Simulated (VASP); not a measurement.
Here is a VASP 6.6.1 calculation.

Contents of POSCAR:

```
FePt
1.0
    2.7235000000      0.0000000000      0.0000000000
    0.0000000000      2.7235000000      0.0000000000
    0.0000000000      0.0000000000      3.7200000000
Pt Fe
1 1
Direct
    0.5000000000      0.5000000000      0.5000000000
    0.0000000000      0.0000000000      0.0000000000
```

File INCAR.step1:

```
SYSTEM = FePt
PREC = Accurate ; ENCUT = 660
ISMEAR = -1 ; SIGMA = 0.05
LREAL = .FALSE. ; LASPH = .TRUE.
NELM = 200 ; ISPIN = 2
MAGMOM = 0 3 ; LMAXMIX = 4
NBANDS = 20 ; GGA = PE
ALGO = Normal ; EDIFF = 1E-5
LWAVE = .TRUE. ; LCHARG = .FALSE.
GGA_COMPAT = .FALSE.
```

File INCAR.step2:

```
SYSTEM = FePt
PREC = Accurate ; ENCUT = 660
EDIFF = 1E-6 ; ISMEAR = -1
SIGMA = 0.05 ; LREAL = .FALSE.
LASPH = .TRUE. ; NELM = 200
ALGO = Normal ; ISIF = 2
LWAVE = .FALSE. ; LCHARG = .TRUE.
ISPIN = 2 ; MAGMOM = 0 3
LORBIT = 11 ; LMAXMIX = 4
METAGGA = R2SCAN ; LMIXTAU = .TRUE.
LELF = .TRUE. ; LVHAR = .TRUE.
NBANDS = 20 ; ISTART = 1
GGA_COMPAT = .FALSE.
```

KPOINTS

```
regular mesh
0
G
  10 10 7
  0 0 0
```

Potentials or basis: VASP PAW PBE potentials, release 64 (Pt, Fe).

Command:

```bash
$ cat potpaw_PBE.64/Pt/POTCAR potpaw_PBE.64/Fe/POTCAR > POTCAR
$ cp INCAR.step1 INCAR
$ mpirun -np 1 vasp_std > vasp.out
$ cp INCAR.step2 INCAR
$ mpirun -np 1 vasp_std > vasp.out
```

Q: What does it give for the site moments?

A: Pt +0.36; Fe +3.26 μB.

Q: Predict the net moment.

A: 3.59 μB per cell.

Stress tensor (GPa, compression positive):
```
2.97 0.00 0.00
0.00 2.97 0.00
0.00 0.00 1.34
```

Caveat: the PAW data sets were made with another functional, which shifts forces and pressure a little.
